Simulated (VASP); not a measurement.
# CoPd (R-3m) in VASP: single point with LDA

Aim: the single point of CoPd with LDA.

Program: VASP 6.6.1. These are calculated values, not measurements. Logs are shortened: lines on timing, memory, paths and dates and some standing lists are left out, and cuts for length are marked.

### Step 1. The cell of the first run

It takes space group R-3m (No. 166, trigonal). Conventional cell: a = 2.692 Å, b = 2.692 Å, c = 12.882 Å, α = 90.00°, β = 90.00°, γ = 120.00°. Co (site symmetry -3m) has 6 Pd at 2.65 Å and 6 Co at 2.69 Å within 3.5 Å. Within 3.5 Å of Pd (site symmetry -3m) lie 6 Co at 2.65 Å and 6 Pd at 2.69 Å.

### Step 2. Single point, LDA, collinear spin, ferromagnetic start

File INCAR:

```
SYSTEM = CoPd
ALGO     = Normal         ! electronic algorithm
EDIFF    = 1E-7           ! SCF threshold, eV
ENCUT    = 520            ! plane-wave cutoff, eV
ISIF     = 2              ! what is computed and relaxed
ISMEAR   = -1             ! smearing method
ISPIN    = 2              ! spin polarisation
LASPH    = .True.         ! aspherical terms in the spheres
LCHARG   = .False.        ! write CHGCAR
LMAXMIX  = 4              ! l up to which the mixer works
LORBIT   = 11             ! projections on sites
LREAL    = .False.        ! projectors in reciprocal space
LWAVE    = .False.        ! write WAVECAR
MAGMOM   = 2 0            ! initial moments
NBANDS   = 20             ! bands
NELM     = 150            ! most SCF steps
PREC     = Accurate       ! precision mode
SIGMA    = 0.1            ! smearing width, eV
```

File KPOINTS:

```
k-points
0
Gamma
  12 12 12
  0 0 0
```

File POSCAR:

```
CoPd
1.0
    1.3459330638      0.7770748167      4.2939193827
   -1.3459330638      0.7770748167      4.2939193827
    0.0000000000     -1.5541496334      4.2939193827
Co Pd
1 1
Direct
    0.0000000000      0.0000000000      0.0000000000
    0.5000000000      0.5000000000      0.5000000000
```

Potentials or basis: VASP PAW LDA potentials, release 64 (Co, Pd).

Command:

```console
$ cat potpaw_LDA.64/Co/POTCAR potpaw_LDA.64/Pd/POTCAR > POTCAR
$ mpirun -np 1 vasp_std > vasp.out
```

OUTCAR:

```text
SYSTEM = CoPd
   EDIFF = 1E-7
   ENCUT = 520
   ISIF = 2
   ISMEAR = -1
   ISPIN = 2
   LASPH = .True.
   LORBIT = 11
   LREAL = .False.
   NELM = 150
   PREC = Accurate

 ion  position               nearest neighbor table
   1  0.000  0.000  0.000-   2 2.65   2 2.65   2 2.65   2 2.65   2 2.65   2 2.65
   2  0.500  0.500  0.500-   1 2.65   1 2.65   1 2.65   1 2.65   1 2.65   1 2.65

  LATTYP: Found a trigonal (rhomboedric) cell.
 ALAT       =     4.5665221721
 COS(alpha) =     0.8262576152

  Lattice vectors:

 A1 = (   1.3459330638,   0.7770748167,   4.2939193827)
 A2 = (  -1.3459330638,   0.7770748167,   4.2939193827)
 A3 = (   0.0000000000,  -1.5541496334,   4.2939193827)

Analysis of symmetry for initial positions (statically):
=====================================================================
 Subroutine PRICEL returns:
 Original cell was already a primitive cell.

 Routine SETGRP: Setting up the symmetry group for a
 trigonal (rhombohedral) supercell.

 Subroutine GETGRP returns: Found 12 space group operations
 (whereof 12 operations were pure point group operations)
 out of a pool of 12 trial point group operations.

The static configuration has the point symmetry D_3d.

Analysis of symmetry for dynamics (positions and initial velocities):
=====================================================================
 Subroutine PRICEL returns:
 Original cell was already a primitive cell.

 Routine SETGRP: Setting up the symmetry group for a
 trigonal (rhombohedral) supercell.

 Subroutine GETGRP returns: Found 12 space group operations
 (whereof 12 operations were pure point group operations)
 out of a pool of 12 trial point group operations.

The dynamic configuration has the point symmetry D_3d.

Analysis of structural, dynamic, and magnetic symmetry:
=====================================================================
 Subroutine PRICEL returns:
 Original cell was already a primitive cell.

 Routine SETGRP: Setting up the symmetry group for a
 trigonal (rhombohedral) supercell.

 Subroutine GETGRP returns: Found 12 space group operations
 (whereof 12 operations were pure point group operations)
 out of a pool of 12 trial point group operations.

The overall configuration has the point symmetry D_3d.

 Subroutine INISYM returns: Found 12 space group operations
 (whereof 12 operations are pure point group operations),
 and found     1 'primitive' translations

----------------------------------------------------------------------------------------

                                     Primitive cell

  volume of cell :      26.9458

  direct lattice vectors                    reciprocal lattice vectors
     1.345933064  0.777074817  4.293919383     0.371489499  0.214479562  0.077629155
    -1.345933064  0.777074817  4.293919383    -0.371489499  0.214479562  0.077629155
     0.000000000 -1.554149633  4.293919383     0.000000000 -0.428959125  0.077629155

  length of vectors
     4.566522172  4.566522172  4.566522172     0.435926848  0.435926848  0.435926848

  position of ions in fractional coordinates (direct lattice)
     0.000000000  0.000000000  0.000000000
     0.500000000  0.500000000  0.500000000

  ion indices of the primitive-cell ions
   primitive index   ion index
                 1           1
                 2           2

----------------------------------------------------------------------------------------

 KPOINTS: k-points

Automatic generation of k-mesh.
 Grid dimensions read from file:
 generate k-points for:   12   12   12

 Generating k-lattice:

  Cartesian coordinates                     Fractional coordinates (reciprocal lattice)
     0.030957458  0.017873297  0.006469096     0.083333333  0.000000000  0.000000000
    -0.030957458  0.017873297  0.006469096     0.000000000  0.083333333  0.000000000
     0.000000000 -0.035746594  0.006469096     0.000000000  0.000000000  0.083333333

  Length of vectors
     0.036327237  0.036327237  0.036327237

  Shift w.r.t. Gamma in fractional coordinates (k-lattice)
     0.000000000  0.000000000  0.000000000

 Subroutine IBZKPT returns following result:
 ===========================================

 Found    189 irreducible k-points:

 Following reciprocal coordinates:
            Coordinates               Weight
  0.000000  0.000000  0.000000      1.000000
  0.083333  0.000000  0.000000      6.000000
  0.166667 -0.000000  0.000000      6.000000
  0.250000 -0.000000  0.000000      6.000000
  0.333333  0.000000  0.000000      6.000000
  0.416667  0.000000 -0.000000      6.000000
[... 16 lines left out ...]
  0.500000  0.166667  0.000000     12.000000
 -0.416667  0.166667  0.000000     12.000000
 [... further k-points ...]
   k-points           NKPTS =    189   k-points in BZ     NKDIM =    189   number of bands    NBANDS=     20
   number of dos      NEDOS =    301   number of ions     NIONS =      2
   total plane-waves  NPLWV =  46656
   dimension x,y,z NGX =    36 NGY =   36 NGZ =   36
   dimension x,y,z NGXF=    72 NGYF=   72 NGZF=   72
   ions per type =               1   1
   NGX,Y,Z   is equivalent  to a cutoff of  13.11, 13.11, 13.11 a.u.
   NGXF,Y,Z  is equivalent  to a cutoff of  26.21, 26.21, 26.21 a.u.
 SYSTEM =  CoPd
   PREC   = accura    normal or accurate (medium, high low for compatibility)
   ISTART =      0    job   : 0-new  1-cont  2-samecut
   ICHARG =      2    charge: 1-file 2-atom 10-const
   ISPIN  =      2    spin polarized calculation?
   LNONCOLLINEAR =      F non collinear calculations
   LSORBIT =      F    spin-orbit coupling
   LASPH  =      T    aspherical Exc in radial PAW
   ENCUT  =  520.0 eV  38.22 Ry    6.18 a.u.   8.49  8.49  8.49*2*pi/ulx,y,z
   NELM   =    150;   NELMIN=  2; NELMDL= -5     # of ELM steps
   EDIFF  = 0.1E-06   stopping-criterion for ELM
   LREAL  =      F    real-space projection
   EDIFFG = 0.1E-05   stopping-criterion for IOM
   NSW    =      0    number of steps for IOM
   IBRION =     -1    ionic relax: 0-MD 1-quasi-New 2-CG
   NFREE  =      0    steps in history (QN), initial steepest desc. (CG)
   ISIF   =      2    stress and relaxation
   ISYM   =      2    0-nonsym 1-usesym 2-fastsym
   POTIM  = 0.5000    time-step for ionic-motion
   TEBEG  =    0.0;   TEEND  =   0.0 temperature during run
   PSTRESS=    0.0 pullay stress
   NELECT =      19.0000    total number of electrons
   NUPDOWN=      -1.0000    fix difference up-down
   EMIN   =  10.00;   EMAX   =-10.00  energy-range for DOS
   EFERMI =   0.00;   METHOD = LEGACY
   ISMEAR =    -1;   SIGMA  =   0.10  broadening in eV -4-tet -1-fermi 0-gaus
   EFERMI_NEDOS =   21; number of points for ismear=-14 and -15
   IALGO  =     38    algorithm
   IMIX   =      4    mixing-type and parameters
     AMIX     =   0.40;   BMIX     =  1.00
     AMIX_MAG =   1.60;   BMIX_MAG =  1.00
  volume/ion in A,a.u.               =      13.47        90.92
  Fermi-wavevector in a.u.,A,eV,Ry     =   1.457121  2.753559 28.887903  2.123201
  Thomas-Fermi vector in A             =   2.573959
   LORBIT       =     11    0 simple, 1 ext, 2 COOP (PROOUT), +10 PAW based schemes
   GGA     = CA    functional components
   LHFCALC =     F    Hartree Fock is set to
   AEXX    =    0.0000 exact exchange contribution
   IVDW    =     0    specifies the selected vdW correction
   LEPSILON=     F    determine dielectric tensor
   LRPA    =     F    only Hartree local field effects (RPA)
 spin polarized calculation
  energy-cutoff  :      520.00
  volume of cell :       26.95
 maximum number of plane-waves:       740
 NGX is ok and might be reduce to    36
   NGX = 17   NGY = 17   NGZ = 17

 number of electron      18.9999998 magnetization       2.0943616

 Free energy of the ion-electron system (eV)
  ---------------------------------------------------
  ext. energy  EPLUGINS =         0.00000000
  ---------------------------------------------------
  free energy    TOTEN  =       -14.25931422 eV

  energy without entropy =      -14.17232553  energy(sigma->0) =      -14.21581988

 E-fermi :   9.3378     XC(G=0): -13.3072

 val. band max:        9.3367585619   @ k =  -0.0833   0.4167   0.0833
 cond. band min:       9.3383312244   @ k =   0.5000   0.0833   0.0833
 fundamental gap:      0.0015726625
 Fermi energy:         9.3378440955

 spin component 1

 k-point     1 :       0.0000    0.0000    0.0000
  band No.  band energies     occupation
      1       1.3184      1.00000
      2       3.7898      1.00000
      3       5.9720      1.00000
      4       5.9720      1.00000
      5       6.6379      1.00000
      6       6.6379      1.00000
[... 12 lines left out ...]
     19      32.9172      0.00000
     20      33.6510      0.00000
[... 507 lines left out ...]
 k-point    24 :      -0.4167    0.1667    0.0000
  band No.  band energies     occupation
      1       4.5224      1.00000
      2       4.7267      1.00000
      3       5.6228      1.00000
      4       5.8080      1.00000
      5       6.1767      1.00000
      6       6.3523      1.00000
[... 12 lines left out ...]
     19      31.5079      0.00000
     20      33.4486      0.00000

 [... further k-points ...]

 spin component 2

 k-point     1 :       0.0000    0.0000    0.0000
  band No.  band energies     occupation
      1       1.4372      1.00000
      2       4.0650      1.00000
      3       6.2436      1.00000
      4       6.2436      1.00000
      5       7.4911      1.00000
      6       7.4911      1.00000
[... 12 lines left out ...]
     19      32.9579      0.00000
     20      33.7336      0.00000
[... 507 lines left out ...]
 k-point    24 :      -0.4167    0.1667    0.0000
  band No.  band energies     occupation
      1       4.6720      1.00000
      2       4.9498      1.00000
      3       6.1535      1.00000
      4       6.4075      1.00000
      5       6.7474      1.00000
      6       7.6004      1.00000
[... 12 lines left out ...]
     19      31.7500      0.00000
     20      33.6070      0.00000

 [... further k-points ...]

------------------------ aborting loop because EDIFF is reached ----------------------------------------

  FORCE on cell =-STRESS in cart. coord.  units (eV):
  Direction    XX          YY          ZZ          XY          YZ          ZX
  --------------------------------------------------------------------------------------
  -------------------------------------------------------------------------------------
  Total       -2.7276098     -2.7276098     -2.6347382      0.0000000     -0.0000000      0.0000000
  in kB     -162.1815318   -162.1815318   -156.6594559      0.0000000     -0.0000000      0.0000000
  external PRESSURE =    -160.3408399 kB  Pullay stress =       0.0000000 kB

 VOLUME and BASIS-vectors are now :
 -----------------------------------------------------------------------------
  energy-cutoff  :      520.00
  volume of cell :       26.95
      direct lattice vectors                 reciprocal lattice vectors
     1.345933064  0.777074817  4.293919383     0.371489499  0.214479562  0.077629155
    -1.345933064  0.777074817  4.293919383    -0.371489499  0.214479562  0.077629155
     0.000000000 -1.554149633  4.293919383     0.000000000 -0.428959125  0.077629155

 POSITION                                       TOTAL-FORCE (eV/Angst)
 -----------------------------------------------------------------------------------
      0.00000      0.00000      0.00000         0.000000      0.000000      0.000000
      0.00000      0.00000      6.44088         0.000000     -0.000000     -0.000000
 -----------------------------------------------------------------------------------
    total drift:                                0.000000     -0.000000      0.000000

  FREE ENERGIE OF THE ION-ELECTRON SYSTEM (eV)
  ---------------------------------------------------
  free  energy   TOTEN  =       -14.2593142232 eV

  energy  without entropy=      -14.1723255314  energy(sigma->0) =      -14.21581988

 total charge

# of ion       s       p       d       tot
------------------------------------------
    1        0.417   0.378   7.198   7.993
    2        0.536   0.564   8.468   9.568
--------------------------------------------------
tot          0.953   0.942  15.666  17.561

 magnetization (x)

# of ion       s       p       d       tot
------------------------------------------
    1       -0.006  -0.015   1.864   1.843
    2       -0.009  -0.033   0.300   0.259
--------------------------------------------------
tot         -0.015  -0.047   2.164   2.102
```

It took 21 min on 1 thread of AMD EPYC 7R13, shared host; peak memory 0.29 GiB.

What came out:

- Free energy: -14.2593 eV
- Pressure: -16.0 GPa
- Net moment: 2.09 μB per cell
- Site moments: Co +1.84; Pd +0.26 μB
- Valence electrons inside the program's atomic spheres: Co 7.99; Pd 9.57

Levels at points of the mesh, in eV from the Fermi level:
Spin up:
```tsv
k point	band 7	band 8	band 9	band 10	band 11	band 12	band 13	band 14	band 15	band 16
(0.00, 0.00, 0.00)	-2.66	-1.61	-1.61	-0.68	-0.68	0.35	6.36	17.15	19.23	20.39
(0.50, 0.00, 0.00)	-2.12	-1.90	-0.95	-0.22	2.03	3.07	7.55	9.29	12.87	15.24
(0.50, 0.50, 0.00)	-0.81	-0.65	-0.44	-0.18	0.05	2.59	5.88	9.52	12.63	13.21
(0.50, 0.50, 0.50)	-2.26	-2.26	-1.63	-1.63	-1.50	-1.50	13.17	15.37	17.80	21.20
```
Spin down:
```
           k point  band 6  band 7  band 8  band 9  band 10  band 11
(0.00, 0.00, 0.00)   -1.85   -1.39   -0.24   -0.24     0.47     0.65
(0.50, 0.00, 0.00)   -1.88   -0.99   -0.16   -0.03     0.86     2.97
(0.50, 0.50, 0.00)   -0.06    0.15    0.50    0.68     0.82     0.91
(0.50, 0.50, 0.50)   -1.30   -1.30   -1.22   -0.63    -0.63     0.17
```
